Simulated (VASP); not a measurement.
Runs of VASP 6.6.1 on Ge. The structure is that of space group Pm-3m (No. 221), or close to it. The cells are those of the table. 

```csv
cell,k mesh,cutoff (eV),gap on the mesh (eV),pressure (GPa)
"a = 2.714 Å, 1 atom",13 × 13 × 13,520,none,-0.2
"a = 2.784 Å, 1 atom",13 × 13 × 13,520,none,-4.6
"a = 2.714 Å, 1 atom",11 × 11 × 11,500,none,-0.2
"a = 2.714 Å, 1 atom",6 × 6 × 6,520,none,-0.6
"a = 2.818 Å, 1 atom",13 × 13 × 13,520,none,(a)
"a = 2.677 Å, 1 atom",13 × 13 × 13,520,none,2.9
"a = 2.749 Å, 1 atom",13 × 13 × 13,520,none,(b)
"a = 2.601 Å, 1 atom",13 × 13 × 13,520,none,11.5
```

Alike in all rows: task single point; level PBE; potentials or basis VASP PAW PBE potentials, release 64 (Ge_d); no spin polarisation; smearing fermi-dirac 0.1 eV.

Task: Estimate the missing entries.

Result: (a) -5.9; (b) -2.6.

Caveats: some runs use coarse meshes.

A k mesh can miss the band edges, and the runs leave out spin-orbit coupling on Ge.

A gap of «none» marks levels without a gap at the run's occupations.
